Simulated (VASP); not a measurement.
# Rh in VASP: a series of runs

Rh is run at these levels: PBEsol; tasks: single point.

Everything below comes from runs of VASP 6.6.1. Logs are shortened: lines on timing, memory, paths and dates and some standing lists are left out, and cuts for length are marked.

## Step 1: The cell of the first run

Symmetry: I4/mmm, No. 139, tetragonal system. Conventional cell: a = 2.555 Å, b = 2.555 Å, c = 3.708 Å, α = 90.00°, β = 90.00°, γ = 90.00°. Within 3.4 Å of Rh (site symmetry 4/mmm) lie 12 Rh at 2.55 to 2.59 Å.

## Step 2: Single point, PBEsol (strain -0.050 along x and y, -0.025 along z)

INCAR reads:

```
PREC = Accurate ; ENCUT = 520
EDIFF = 1E-6 ; ISMEAR = 0
SIGMA = 0.15 ; LREAL = F
LASPH = T ; NELM = 100
ALGO = Normal ; ISIF = 2
LWAVE = F ; LCHARG = F
GGA = PS ; NBANDS = 14
```

KPOINTS reads:

```
regular mesh
0
Gamma
  22 22 22
```

POSCAR reads:

```
Rh
1.0
    0.0000000000      1.8064725000      1.8540112500
    1.8064725000      0.0000000000      1.8540112500
    1.8064725000      1.8064725000      0.0000000000
Rh
1
Direct
    0.0000000000      0.0000000000      0.0000000000
```

Potentials or basis: VASP PAW PBE potentials, release 64 (Rh_pv).

On the command line:

```console
$ cat potpaw_PBE.64/Rh_pv/POTCAR > POTCAR
$ mpirun -np 1 vasp_std > vasp.out
```

OUTCAR:

```text
PREC = Accurate
   ENCUT = 520
   EDIFF = 1E-6
   ISMEAR = 0
   LREAL = F
   LASPH = T
   NELM = 100
   ISIF = 2
   GGA = PS

 ion  position               nearest neighbor table
   1  0.000  0.000  0.000-

  LATTYP: Found a body centered tetragonal cell.
 ALAT       =     2.5547379096
 C/A-ratio  =     1.4514297088

  Lattice vectors:

 A1 = (  -1.8064725000,   0.0000000000,   1.8540112500)
 A2 = (   1.8064725000,   0.0000000000,   1.8540112500)
 A3 = (   0.0000000000,   1.8064725000,  -1.8540112500)

Analysis of symmetry for initial positions (statically):
=====================================================================
 Subroutine PRICEL returns:
 Original cell was already a primitive cell.

 Routine SETGRP: Setting up the symmetry group for a
 body centered tetragonal supercell.

 Subroutine GETGRP returns: Found 16 space group operations
 (whereof 16 operations were pure point group operations)
 out of a pool of 16 trial point group operations.

The static configuration has the point symmetry D_4h.

Analysis of symmetry for dynamics (positions and initial velocities):
=====================================================================
 Subroutine PRICEL returns:
 Original cell was already a primitive cell.

 Routine SETGRP: Setting up the symmetry group for a
 body centered tetragonal supercell.

 Subroutine GETGRP returns: Found 16 space group operations
 (whereof 16 operations were pure point group operations)
 out of a pool of 16 trial point group operations.

The dynamic configuration has the point symmetry D_4h.

 Subroutine INISYM returns: Found 16 space group operations
 (whereof 16 operations are pure point group operations),
 and found     1 'primitive' translations

----------------------------------------------------------------------------------------

                                     Primitive cell

  volume of cell :      12.1005

  direct lattice vectors                    reciprocal lattice vectors
     0.000000000  1.806472500  1.854011250    -0.276782514  0.276782514  0.269685526
     1.806472500  0.000000000  1.854011250     0.276782514 -0.276782514  0.269685526
     1.806472500  1.806472500  0.000000000     0.276782514  0.276782514 -0.269685526

  length of vectors
     2.588571152  2.588571152  2.554737910     0.475339251  0.475339251  0.475339251

  position of ions in fractional coordinates (direct lattice)
     0.000000000  0.000000000  0.000000000

  ion indices of the primitive-cell ions
   primitive index   ion index
                 1           1

----------------------------------------------------------------------------------------

 KPOINTS: regular mesh

Automatic generation of k-mesh.
 Grid dimensions read from file:
 generate k-points for:   22   22   22

 Generating k-lattice:

  Cartesian coordinates                     Fractional coordinates (reciprocal lattice)
    -0.012581023  0.012581023  0.012258433     0.045454545 -0.000000000  0.000000000
     0.012581023 -0.012581023  0.012258433    -0.000000000  0.045454545  0.000000000
     0.012581023  0.012581023 -0.012258433     0.000000000  0.000000000  0.045454545

  Length of vectors
     0.021606330  0.021606330  0.021606330

  Shift w.r.t. Gamma in fractional coordinates (k-lattice)
     0.000000000  0.000000000  0.000000000

 Subroutine IBZKPT returns following result:
 ===========================================

 Found    834 irreducible k-points:

 Following reciprocal coordinates:
            Coordinates               Weight
  0.000000  0.000000  0.000000      1.000000
  0.045455  0.000000  0.000000      8.000000
  0.090909  0.000000  0.000000      8.000000
  0.136364  0.000000  0.000000      8.000000
  0.181818 -0.000000  0.000000      8.000000
  0.227273  0.000000  0.000000      8.000000
[... 16 lines left out ...]
  0.500000  0.045455  0.000000      8.000000
 -0.454545  0.045455  0.000000      8.000000
 [... further k-points ...]
   k-points           NKPTS =    834   k-points in BZ     NKDIM =    834   number of bands    NBANDS=     14
   number of dos      NEDOS =    301   number of ions     NIONS =      1
   total plane-waves  NPLWV =   8000
   dimension x,y,z NGX =    20 NGY =   20 NGZ =   20
   dimension x,y,z NGXF=    40 NGYF=   40 NGZF=   40
   ions per type =               1
   NGX,Y,Z   is equivalent  to a cutoff of  12.84, 12.84, 13.01 a.u.
   NGXF,Y,Z  is equivalent  to a cutoff of  25.69, 25.69, 26.03 a.u.
 SYSTEM =  unknown system
   PREC   = accura    normal or accurate (medium, high low for compatibility)
   ISTART =      0    job   : 0-new  1-cont  2-samecut
   ICHARG =      2    charge: 1-file 2-atom 10-const
   ISPIN  =      1    spin polarized calculation?
   LNONCOLLINEAR =      F non collinear calculations
   LSORBIT =      F    spin-orbit coupling
   LASPH  =      T    aspherical Exc in radial PAW
   ENCUT  =  520.0 eV  38.22 Ry    6.18 a.u.   4.81  4.81  4.75*2*pi/ulx,y,z
   NELM   =    100;   NELMIN=  2; NELMDL= -5     # of ELM steps
   EDIFF  = 0.1E-05   stopping-criterion for ELM
   LREAL  =      F    real-space projection
   EDIFFG = 0.1E-04   stopping-criterion for IOM
   NSW    =      0    number of steps for IOM
   IBRION =     -1    ionic relax: 0-MD 1-quasi-New 2-CG
   NFREE  =      0    steps in history (QN), initial steepest desc. (CG)
   ISIF   =      2    stress and relaxation
   ISYM   =      2    0-nonsym 1-usesym 2-fastsym
   POTIM  = 0.5000    time-step for ionic-motion
   TEBEG  =    0.0;   TEEND  =   0.0 temperature during run
   PSTRESS=    0.0 pullay stress
   NELECT =      15.0000    total number of electrons
   NUPDOWN=      -1.0000    fix difference up-down
   EMIN   =  10.00;   EMAX   =-10.00  energy-range for DOS
   EFERMI =   0.00;   METHOD = LEGACY
   ISMEAR =     0;   SIGMA  =   0.15  broadening in eV -4-tet -1-fermi 0-gaus
   EFERMI_NEDOS =   21; number of points for ismear=-14 and -15
   IALGO  =     38    algorithm
   IMIX   =      4    mixing-type and parameters
     AMIX     =   0.40;   BMIX     =  1.00
     AMIX_MAG =   1.60;   BMIX_MAG =  1.00
  volume/ion in A,a.u.               =      12.10        81.66
  Fermi-wavevector in a.u.,A,eV,Ry     =   1.758613  3.323296 42.078996  3.092719
  Thomas-Fermi vector in A             =   2.827737
   LORBIT       =      0    0 simple, 1 ext, 2 COOP (PROOUT), +10 PAW based schemes
   GGA     = PS    functional components
   LHFCALC =     F    Hartree Fock is set to
   AEXX    =    0.0000 exact exchange contribution
   IVDW    =     0    specifies the selected vdW correction
   LEPSILON=     F    determine dielectric tensor
   LRPA    =     F    only Hartree local field effects (RPA)
 non-spin polarized calculation
 Gauss-broadening in eV      SIGMA  =   0.15
  energy-cutoff  :      520.00
  volume of cell :       12.10
 maximum number of plane-waves:       342
   NGX =  9   NGY =  9   NGZ =  9

 number of electron      15.0000001 magnetization

 Free energy of the ion-electron system (eV)
  ---------------------------------------------------
  ext. energy  EPLUGINS =         0.00000000
  ---------------------------------------------------
  free energy    TOTEN  =        -7.97031862 eV

  energy without entropy =       -7.95809634  energy(sigma->0) =       -7.96420748

 E-fermi :  14.2629     XC(G=0): -15.0562

 val. band max:       14.2627707789   @ k =   0.4545   0.0909   0.3182
 cond. band min:      14.2669237700   @ k =  -0.2273   0.1364   0.3636
 fundamental gap:      0.0041529911
 Fermi energy:        14.2628556402

 k-point     1 :       0.0000    0.0000    0.0000
  band No.  band energies     occupation
      1     -32.3042      2.00000
      2     -32.2856      2.00000
      3     -32.2856      2.00000
      4       5.2388      2.00000
      5      10.2712      2.00000
      6      10.6106      2.00000
      7      10.6106      2.00000
      8      12.8565      2.00000
      9      13.2800      2.00000
     10      30.0195      0.00000
     11      34.2710      0.00000
     12      35.5830      0.00000
     13      36.5369      0.00000
     14      36.5369      0.00000

 k-point     2 :       0.0455    0.0000    0.0000
  band No.  band energies     occupation
      1     -32.3197      2.00000
      2     -32.2979      2.00000
      3     -32.2883      2.00000
      4       5.3342      2.00000
      5      10.2812      2.00000
      6      10.5926      2.00000
      7      10.6504      2.00000
      8      12.8354      2.00000
      9      13.2511      2.00000
     10      30.1750      0.00000
     11      34.2704      0.00000
     12      35.4444      0.00000
     13      36.3191      0.00000
     14      36.6897      0.00000

 k-point     3 :       0.0909    0.0000    0.0000
  band No.  band energies     occupation
      1     -32.3870      2.00000
      2     -32.3115      2.00000
      3     -32.2962      2.00000
      4       5.6109      2.00000
      5      10.2528      2.00000
      6      10.6025      2.00000
      7      10.7608      2.00000
      8      12.7863      2.00000
      9      13.1769      2.00000
     10      30.6142      0.00000
     11      34.2608      0.00000
     12      34.5487      0.00000
     13      36.5325      0.00000
     14      37.1392      0.00000
[... 324 lines left out ...]
 k-point    23 :       0.5000    0.0455    0.0000
  band No.  band energies     occupation
      1     -33.4195      2.00000
      2     -32.4861      2.00000
      3     -32.4231      2.00000
      4       7.0178      2.00000
      5      10.1507      2.00000
      6      10.6340      2.00000
      7      13.9253      1.99854
      8      14.9188      0.00000
      9      15.9401      0.00000
     10      24.3109      0.00000
     11      29.7094      0.00000
     12      34.2757      0.00000
     13      36.3008      0.00000
     14      36.7233      0.00000

 k-point    24 :      -0.4545    0.0455    0.0000
  band No.  band energies     occupation
      1     -33.4140      2.00000
      2     -32.4889      2.00000
      3     -32.4181      2.00000
      4       7.0263      2.00000
      5      10.1753      2.00000
      6      10.6305      2.00000
      7      13.8779      1.99972
      8      14.8021      0.00000
      9      15.9456      0.00000
     10      24.4305      0.00000
     11      29.7475      0.00000
     12      34.2753      0.00000
     13      36.1658      0.00000
     14      37.0015      0.00000

 [... further k-points ...]
[... 5 lines left out ...]
  --------------------------------------------------------------------------------------
  -------------------------------------------------------------------------------------
  Total        3.4783377      3.4783377      2.7692085      0.0000000      0.0000000      0.0000000
  in kB      460.5505035    460.5505035    366.6579965      0.0000000      0.0000000      0.0000000
  external PRESSURE =     429.2530012 kB  Pullay stress =       0.0000000 kB

 VOLUME and BASIS-vectors are now :
 -----------------------------------------------------------------------------
  energy-cutoff  :      520.00
  volume of cell :       12.10
      direct lattice vectors                 reciprocal lattice vectors
     0.000000000  1.806472500  1.854011250    -0.276782514  0.276782514  0.269685526
     1.806472500  0.000000000  1.854011250     0.276782514 -0.276782514  0.269685526
     1.806472500  1.806472500  0.000000000     0.276782514  0.276782514 -0.269685526

 POSITION                                       TOTAL-FORCE (eV/Angst)
 -----------------------------------------------------------------------------------
      0.00000      0.00000      0.00000         0.000000      0.000000      0.000000
 -----------------------------------------------------------------------------------
    total drift:                               -0.000000     -0.000000     -0.000000

  FREE ENERGIE OF THE ION-ELECTRON SYSTEM (eV)
  ---------------------------------------------------
  free  energy   TOTEN  =        -7.9703186166 eV

  energy  without entropy=       -7.9580963414  energy(sigma->0) =       -7.96420748
```

It took 3.5 min on 1 thread of AMD EPYC 7R13, shared host; peak memory 0.21 GiB.

Results:

```
Free energy : -7.9703 eV
Pressure    : 42.9 GPa
```

Caveat: the cell differs from its parent crystal (strain -0.050 along x and y, -0.025 along z); the PAW data sets were made with another functional, which shifts forces and pressure a little.

## Step 3: Single point, PBEsol (strain -0.050 along x and y, -0.050 along z)

INCAR reads:

```
PREC = Accurate ; ENCUT = 520
EDIFF = 1E-6 ; ISMEAR = 0
SIGMA = 0.15 ; LREAL = F
LASPH = T ; NELM = 100
ALGO = Normal ; ISIF = 2
LWAVE = F ; LCHARG = T
GGA = PS ; LELF = T
LVHAR = T ; NBANDS = 14
```

KPOINTS is that of step 2.

POSCAR reads:

```
Rh
1.0
    0.0000000000      1.8064725000      1.8064725000
    1.8064725000      0.0000000000      1.8064725000
    1.8064725000      1.8064725000      0.0000000000
Rh
1
Direct
    0.0000000000      0.0000000000      0.0000000000
```

Potentials or basis: VASP PAW PBE potentials, release 64 (Rh_pv).

On the command line:

```console
$ cat potpaw_PBE.64/Rh_pv/POTCAR > POTCAR
$ mpirun -np 1 vasp_std > vasp.out
```

It took 30 s on 1 thread of Intel Xeon 6975P-C, shared host; peak memory 0.16 GiB.

Results (log left out):

```yaml
Free_energy: -7.8803 eV
Pressure: 56.5 GPa
```

Levels at points of the mesh, in eV from the Fermi level:
| k point | band 5 | band 6 | band 7 | band 8 | band 9 | band 10 |
| --- | --- | --- | --- | --- | --- | --- |
| (0.00, 0.00, 0.00) | -3.93 | -3.93 | -3.93 | -1.24 | -1.24 | 15.68 |
| (0.50, 0.00, 0.00) | -4.04 | -4.04 | 0.53 | 0.77 | 0.77 | 10.34 |
| (0.50, 0.50, 0.00) | -7.53 | 0.74 | 1.31 | 1.31 | 3.45 | 14.15 |

Caveat: the cell differs from its parent crystal (strain -0.050 along x and y, -0.050 along z); the PAW data sets were made with another functional, which shifts forces and pressure a little.

[end of part 1 of 2]
